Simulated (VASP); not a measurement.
# PdPtC4N4 (P222) in VASP: single point with PBE

Aim: the single point of PdPtC4N4 with PBE.

Program: VASP 6.6.1. These are calculated values, not measurements. Logs are shortened: lines on timing, memory, paths and dates and some standing lists are left out, and cuts for length are marked.

**1. The cell of the first run**

It takes space group P222 (No. 16, orthorhombic). The conventional cell has a = 5.267 Å, b = 5.400 Å, c = 6.511 Å, α = 90.00°, β = 90.00°, γ = 90.00°. Within 2.6 Å of Pd (site symmetry 222) lie 4 N at 2.00 Å. Within 2.6 Å of Pt (site symmetry 222) lie 4 C at 1.98 Å. C (site symmetry 1) has 1 N at 1.17 Å within 1.6 Å. Within 1.6 Å of N (site symmetry 1) lie 1 C at 1.17 Å.

**2. Single point, PBE**

File INCAR:

```
  ALGO = Normal
  EDIFF = 1E-6
  ENCUT = 520
  GGA = PE
  ISIF = 2
  ISMEAR = 0
  LASPH = True
  LCHARG = False
  LREAL = False
  LWAVE = False
  NBANDS = 39
  NELM = 100
  PREC = Accurate
  SIGMA = 0.02
```

File KPOINTS:

```
k-points
0
Gamma
  6 6 4
```

File POSCAR:

```
PdPtC4N4
1.0
    5.2665713979      0.0000000000      0.0000000000
    0.0000000000      5.4001862162      0.0000000000
    0.0000000000      0.0000000000      6.5113917865
Pd Pt C N
1 1 4 4
Direct
    0.5000000000      0.0000000000      0.0000000000
    0.0000000000      0.5000000000      0.5000000000
    0.2556898250      0.6163417707      0.7020381708
    0.2556898250      0.3836582293      0.2979618292
    0.7443101750      0.6163417707      0.2979618292
    0.7443101750      0.3836582293      0.7020381708
    0.3918881810      0.7482794327      0.7931157758
    0.3918881810      0.2517205673      0.2068842242
    0.6081118190      0.7482794327      0.2068842242
    0.6081118190      0.2517205673      0.7931157758
```

Potentials or basis: VASP PAW PBE potentials, release 64 (Pd, Pt, C, N).

Command:

```sh
cat potpaw_PBE.64/Pd/POTCAR potpaw_PBE.64/Pt/POTCAR potpaw_PBE.64/C/POTCAR potpaw_PBE.64/N/POTCAR > POTCAR
mpirun -np 1 vasp_std > vasp.out
```

OUTCAR:

```text
EDIFF = 1E-6
   ENCUT = 520
   GGA = PE
   ISIF = 2
   ISMEAR = 0
   LASPH = True
   LREAL = False
   NELM = 100
   PREC = Accurate

 ion  position               nearest neighbor table
   1  0.500  0.000  0.000-   7 2.00   8 2.00   9 2.00  10 2.00
   2  0.000  0.500  0.500-   3 1.98   4 1.98   5 1.98   6 1.98
   3  0.256  0.616  0.702-   7 1.17   2 1.98
   4  0.256  0.384  0.298-   8 1.17   2 1.98
   5  0.744  0.616  0.298-   9 1.17   2 1.98
   6  0.744  0.384  0.702-  10 1.17   2 1.98
   7  0.392  0.748  0.793-   3 1.17   1 2.00
   8  0.392  0.252  0.207-   4 1.17   1 2.00
   9  0.608  0.748  0.207-   5 1.17   1 2.00
  10  0.608  0.252  0.793-   6 1.17   1 2.00

  LATTYP: Found a simple orthorhombic cell.
 ALAT       =     5.2665713979
 B/A-ratio  =     1.0253703611
 C/A-ratio  =     1.2363625772

  Lattice vectors:

 A1 = (   5.2665713979,   0.0000000000,   0.0000000000)
 A2 = (   0.0000000000,   5.4001862162,   0.0000000000)
 A3 = (   0.0000000000,   0.0000000000,   6.5113917865)

Analysis of symmetry for initial positions (statically):
=====================================================================
 Subroutine PRICEL returns:
 Original cell was already a primitive cell.

 Routine SETGRP: Setting up the symmetry group for a
 simple orthorhombic supercell.

 Subroutine GETGRP returns: Found  4 space group operations
 (whereof  4 operations were pure point group operations)
 out of a pool of  8 trial point group operations.

The static configuration has the point symmetry D_2 .

Analysis of symmetry for dynamics (positions and initial velocities):
=====================================================================
 Subroutine PRICEL returns:
 Original cell was already a primitive cell.

 Routine SETGRP: Setting up the symmetry group for a
 simple orthorhombic supercell.

 Subroutine GETGRP returns: Found  4 space group operations
 (whereof  4 operations were pure point group operations)
 out of a pool of  8 trial point group operations.

The dynamic configuration has the point symmetry D_2 .

 Subroutine INISYM returns: Found  4 space group operations
 (whereof  4 operations are pure point group operations),
 and found     1 'primitive' translations

----------------------------------------------------------------------------------------

                                     Primitive cell

  volume of cell :     185.1870

  direct lattice vectors                    reciprocal lattice vectors
     5.266571398  0.000000000  0.000000000     0.189876852  0.000000000  0.000000000
     0.000000000  5.400186216  0.000000000     0.000000000  0.185178799  0.000000000
     0.000000000  0.000000000  6.511391786     0.000000000  0.000000000  0.153576997

  length of vectors
     5.266571398  5.400186216  6.511391786     0.189876852  0.185178799  0.153576997

  position of ions in fractional coordinates (direct lattice)
     0.500000000  0.000000000  0.000000000
     0.000000000  0.500000000  0.500000000
     0.255689825  0.616341771  0.702038171
     0.255689825  0.383658229  0.297961829
     0.744310175  0.616341771  0.297961829
     0.744310175  0.383658229  0.702038171
     0.391888181  0.748279433  0.793115776
     0.391888181  0.251720567  0.206884224
     0.608111819  0.748279433  0.206884224
     0.608111819  0.251720567  0.793115776

  ion indices of the primitive-cell ions
   primitive index   ion index
                 1           1
                 2           2
                 3           3
                 4           4
                 5           5
                 6           6
                 7           7
                 8           8
                 9           9
                10          10

----------------------------------------------------------------------------------------

 KPOINTS: k-points

Automatic generation of k-mesh.
 Grid dimensions read from file:
 generate k-points for:    6    6    4

 Generating k-lattice:

  Cartesian coordinates                     Fractional coordinates (reciprocal lattice)
     0.031646142  0.000000000  0.000000000     0.166666667  0.000000000  0.000000000
     0.000000000  0.030863133  0.000000000     0.000000000  0.166666667  0.000000000
     0.000000000  0.000000000  0.038394249     0.000000000  0.000000000  0.250000000

  Length of vectors
     0.031646142  0.030863133  0.038394249

  Shift w.r.t. Gamma in fractional coordinates (k-lattice)
     0.000000000  0.000000000  0.000000000

 Subroutine IBZKPT returns following result:
 ===========================================

 Found     48 irreducible k-points:

 Following reciprocal coordinates:
            Coordinates               Weight
  0.000000  0.000000  0.000000      1.000000
  0.166667  0.000000  0.000000      2.000000
  0.333333  0.000000  0.000000      2.000000
  0.500000  0.000000  0.000000      1.000000
  0.000000  0.166667  0.000000      2.000000
  0.166667  0.166667  0.000000      4.000000
[... 16 lines left out ...]
  0.333333  0.166667  0.250000      8.000000
  0.500000  0.166667  0.250000      4.000000
 [... further k-points ...]
   k-points           NKPTS =     48   k-points in BZ     NKDIM =     48   number of bands    NBANDS=     39
   number of dos      NEDOS =    301   number of ions     NIONS =     10
   total plane-waves  NPLWV =  76800
   dimension x,y,z NGX =    40 NGY =   40 NGZ =   48
   dimension x,y,z NGXF=    80 NGYF=   80 NGZF=   96
   ions per type =               1   1   4   4
   NGX,Y,Z   is equivalent  to a cutoff of  12.63, 12.31, 12.26 a.u.
   NGXF,Y,Z  is equivalent  to a cutoff of  25.25, 24.63, 24.51 a.u.
 SYSTEM =  unknown system
   PREC   = accura    normal or accurate (medium, high low for compatibility)
   ISTART =      0    job   : 0-new  1-cont  2-samecut
   ICHARG =      2    charge: 1-file 2-atom 10-const
   ISPIN  =      1    spin polarized calculation?
   LNONCOLLINEAR =      F non collinear calculations
   LSORBIT =      F    spin-orbit coupling
   LASPH  =      T    aspherical Exc in radial PAW
   ENCUT  =  520.0 eV  38.22 Ry    6.18 a.u.   9.79 10.04 12.11*2*pi/ulx,y,z
   NELM   =    100;   NELMIN=  2; NELMDL= -5     # of ELM steps
   EDIFF  = 0.1E-05   stopping-criterion for ELM
   LREAL  =      F    real-space projection
   EDIFFG = 0.1E-04   stopping-criterion for IOM
   NSW    =      0    number of steps for IOM
   IBRION =     -1    ionic relax: 0-MD 1-quasi-New 2-CG
   NFREE  =      0    steps in history (QN), initial steepest desc. (CG)
   ISIF   =      2    stress and relaxation
   ISYM   =      2    0-nonsym 1-usesym 2-fastsym
   POTIM  = 0.5000    time-step for ionic-motion
   TEBEG  =    0.0;   TEEND  =   0.0 temperature during run
   PSTRESS=    0.0 pullay stress
   NELECT =      56.0000    total number of electrons
   NUPDOWN=      -1.0000    fix difference up-down
   EMIN   =  10.00;   EMAX   =-10.00  energy-range for DOS
   EFERMI =   0.00;   METHOD = LEGACY
   ISMEAR =     0;   SIGMA  =   0.02  broadening in eV -4-tet -1-fermi 0-gaus
   EFERMI_NEDOS =   21; number of points for ismear=-14 and -15
   IALGO  =     38    algorithm
   IMIX   =      4    mixing-type and parameters
     AMIX     =   0.40;   BMIX     =  1.00
     AMIX_MAG =   1.60;   BMIX_MAG =  1.00
  volume/ion in A,a.u.               =      18.52       124.97
  Fermi-wavevector in a.u.,A,eV,Ry     =   1.098839  2.076504 16.428310  1.207447
  Thomas-Fermi vector in A             =   2.235223
   LORBIT       =      0    0 simple, 1 ext, 2 COOP (PROOUT), +10 PAW based schemes
   GGA     = PE    functional components
   LHFCALC =     F    Hartree Fock is set to
   AEXX    =    0.0000 exact exchange contribution
   IVDW    =     0    specifies the selected vdW correction
   LEPSILON=     F    determine dielectric tensor
   LRPA    =     F    only Hartree local field effects (RPA)
 non-spin polarized calculation
 Gauss-broadening in eV      SIGMA  =   0.02
  energy-cutoff  :      520.00
  volume of cell :      185.19
 maximum number of plane-waves:      5016
 NGX is ok and might be reduce to    40
   NGX = 19   NGY = 21   NGZ = 25

 number of electron      55.9999996 magnetization

 Free energy of the ion-electron system (eV)
  ---------------------------------------------------
  ext. energy  EPLUGINS =         0.00000000
  ---------------------------------------------------
  free energy    TOTEN  =       -76.02095954 eV

  energy without entropy =      -76.02095954  energy(sigma->0) =      -76.02095954

 E-fermi :  -0.1011     XC(G=0):  -7.8795

 val. band max:       -0.2098686952   @ k =   0.0000   0.0000   0.5000
 cond. band min:       0.7440660326   @ k =   0.0000   0.0000   0.5000
 fundamental gap:      0.9539347278
 Fermi energy:        -0.1011448124

 k-point     1 :       0.0000    0.0000    0.0000
  band No.  band energies     occupation
      1     -17.7532      2.00000
      2     -17.5570      2.00000
      3     -17.2730      2.00000
      4     -17.2707      2.00000
      5      -8.8724      2.00000
      6      -8.0705      2.00000
[... 31 lines left out ...]
     38       6.0854      0.00000
     39       6.4879      0.00000

 k-point     2 :       0.1667    0.0000    0.0000
  band No.  band energies     occupation
      1     -17.7445      2.00000
      2     -17.5557      2.00000
      3     -17.2807      2.00000
      4     -17.2720      2.00000
      5      -8.8683      2.00000
      6      -8.0782      2.00000
[... 31 lines left out ...]
     38       6.0231      0.00000
     39       6.5063      0.00000

 k-point     3 :       0.3333    0.0000    0.0000
  band No.  band energies     occupation
      1     -17.7261      2.00000
      2     -17.5530      2.00000
      3     -17.2969      2.00000
      4     -17.2745      2.00000
      5      -8.8615      2.00000
      6      -8.0916      2.00000
[... 832 lines left out ...]
 k-point    23 :       0.3333    0.1667    0.2500
  band No.  band energies     occupation
      1     -17.6889      2.00000
      2     -17.5726      2.00000
      3     -17.2996      2.00000
      4     -17.2912      2.00000
      5      -8.7625      2.00000
      6      -8.3083      2.00000
[... 31 lines left out ...]
     38       6.1138      0.00000
     39       6.6648      0.00000

 k-point    24 :       0.5000    0.1667    0.2500
  band No.  band energies     occupation
      1     -17.6817      2.00000
      2     -17.5688      2.00000
      3     -17.3068      2.00000
      4     -17.2935      2.00000
      5      -8.7723      2.00000
      6      -8.2993      2.00000
[... 31 lines left out ...]
     38       6.1642      0.00000
     39       6.7000      0.00000

 [... further k-points ...]
[... 5 lines left out ...]
  --------------------------------------------------------------------------------------
  -------------------------------------------------------------------------------------
  Total        0.3615562      0.3238646      0.1619802      0.0000000      0.0000000      0.0000000
  in kB        3.1280658      2.8019700      1.4013992      0.0000000      0.0000000      0.0000000
  external PRESSURE =       2.4438117 kB  Pullay stress =       0.0000000 kB

 VOLUME and BASIS-vectors are now :
 -----------------------------------------------------------------------------
  energy-cutoff  :      520.00
  volume of cell :      185.19
      direct lattice vectors                 reciprocal lattice vectors
     5.266571398  0.000000000  0.000000000     0.189876852  0.000000000  0.000000000
     0.000000000  5.400186216  0.000000000     0.000000000  0.185178799  0.000000000
     0.000000000  0.000000000  6.511391786     0.000000000  0.000000000  0.153576997

 POSITION                                       TOTAL-FORCE (eV/Angst)
 -----------------------------------------------------------------------------------
      2.63329      0.00000      0.00000        -0.000000      0.000000      0.000000
      0.00000      2.70009      3.25570        -0.000000      0.000000      0.000000
      1.34661      3.32836      4.57125        -0.213029     -0.204632     -0.194462
      1.34661      2.07183      1.94015        -0.213029      0.204632      0.194462
      3.91996      3.32836      1.94015         0.213029     -0.204632      0.194462
      3.91996      2.07183      4.57125         0.213029      0.204632     -0.194462
      2.06391      4.04085      5.16429         0.208072      0.224076      0.207067
      2.06391      1.35934      1.34710         0.208072     -0.224076     -0.207067
      3.20266      4.04085      1.34710        -0.208072      0.224076     -0.207067
      3.20266      1.35934      5.16429        -0.208072     -0.224076      0.207067
 -----------------------------------------------------------------------------------
    total drift:                               -0.000000     -0.000000      0.000000

  FREE ENERGIE OF THE ION-ELECTRON SYSTEM (eV)
  ---------------------------------------------------
  free  energy   TOTEN  =       -76.0209595392 eV

  energy  without entropy=      -76.0209595392  energy(sigma->0) =      -76.02095954
```

Run time: 5 min. Hardware: 1 thread of Intel Xeon Platinum 8488C (Sapphire Rapids), shared host; peak memory 0.49 GiB.

What came out:

- Free energy: -76.0210 eV
- Pressure: 0.2 GPa
- Largest force: 0.369 eV/Å
- Band gap on the k mesh: 0.95 eV

Forces on the atoms (eV/Å):
```
Pd   0.000  0.000  0.000
Pt   0.000  0.000  0.000
C   -0.213 -0.205 -0.194
C   -0.213  0.205  0.194
C    0.213 -0.205  0.194
C    0.213  0.205 -0.194
N    0.208  0.224  0.207
N    0.208 -0.224 -0.207
N   -0.208  0.224 -0.207
N   -0.208 -0.224  0.207
```

Stress tensor (GPa, compression positive):
```
0.31 0.00 0.00
0.00 0.28 0.00
0.00 0.00 0.14
```

Caveat: spin-orbit coupling is left out, which moves the levels of the heavy elements. A k mesh can miss the band edges.
